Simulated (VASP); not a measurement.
The system is Mg.

```
Mg
1.0
     3.20930    0.00000    0.00000
    -1.60465    2.77934    0.00000
     0.00000    0.00000    5.21030
Mg
2
Direct
  0.33333 0.66667 0.25000
  0.66667 0.33333 0.75000
```

```yaml
Program: VASP 6.6.1
Task: relaxation of cell and atoms
Functional: PBEsol
Potentials_or_basis: VASP PAW PBE potentials, release 64 (Mg)
Cutoff: 600 eV
k_mesh: 8 × 8 × 5
Occupations: fermi-dirac, width 0.1 eV
Spin: no spin polarisation
```

At the start: pressure -1.1 GPa; volume 23.24 Å³/atom.

Q: How do energy, volume and symmetry change on relaxing?

A: Over 3 steps the energy falls by 2.7 meV/atom and the volume is 22.51 Å³/atom (-3.1 %); space group P6_3/mmc (No. 194, to 0.05 Å).

The path:
| step | energy change (eV) | largest force (eV/Å) | pressure (GPa) | volume (Å³) |
| --- | --- | --- | --- | --- |
| 1 | 0.0000 | 0.0000 | -1.14 | 46.47 |
| 2 | -0.0050 | 0.0000 | -0.30 | 45.37 |
| 3 | -0.0054 | 0.0000 | 0.00 | 45.01 |

Final structure:
```
CELL_PARAMETERS angstrom
3.17484 0.00000 0.00000
-1.58742 2.74950 0.00000
0.00000 0.00000 5.15661
ATOMIC_POSITIONS crystal
Mg 0.33333 0.66667 0.25000
Mg 0.66667 0.33333 0.75000
```

Caveat: the PAW data sets were made with another functional, which shifts forces and pressure a little.
